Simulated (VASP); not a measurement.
A run of VASP 6.6.1:

Contents of POSCAR:

```
InBi
1.0
    0.0000000000      3.3835400000      3.3835400000
    3.3835400000      0.0000000000      3.3835400000
    3.3835400000      3.3835400000      0.0000000000
In Bi
1 1
Direct
    0.0000000000      0.0000000000      0.0000000000
    0.2500000000      0.2500000000      0.2500000000
```

File INCAR.step1:

```
SYSTEM = InBi
ALGO = Normal
EDIFF = 1E-4
ENCUT = 600
GGA = PE
ISMEAR = -1
LASPH = .TRUE.
LCHARG = .FALSE.
LREAL = .FALSE.
LWAVE = .TRUE.
NELM = 80
PREC = Accurate
SIGMA = 0.05
```

INCAR.step2

```
SYSTEM = InBi
ALGO = Normal
EDIFF = 1E-6
EDIFFG = -0.01
ENCUT = 600
IBRION = 2
ISIF = 3
ISMEAR = -1
ISTART = 1
LASPH = .TRUE.
LCHARG = .FALSE.
LMIXTAU = .TRUE.
LREAL = .FALSE.
LWAVE = .FALSE.
METAGGA = R2SCAN
NELM = 80
NSW = 80
PREC = Accurate
PSTRESS = 100.0
SIGMA = 0.05
```

KPOINTS

```
k-points
0
G
  7 7 7
  0 0 0
```

Potentials or basis: VASP PAW PBE potentials, release 64 (In_d, Bi_d).

The run is started by

```bash
$ cat potpaw_PBE.64/In_d/POTCAR potpaw_PBE.64/Bi_d/POTCAR > POTCAR
$ cp INCAR.step1 INCAR
$ mpirun -np 1 vasp_std > vasp.out
$ cp INCAR.step2 INCAR
$ mpirun -np 1 vasp_std > vasp.out
```

Hardware: 1 thread of Intel(R) Xeon(R) 6975P-C (Granite Rapids) (shared host).

Q: Estimate the wall time of this run.

A: It took 6.9 min on 1 thread of Intel(R) Xeon(R) 6975P-C (Granite Rapids), with other jobs on the host, peak memory 0.28 GiB. Counts: k points 20, ion steps 7.
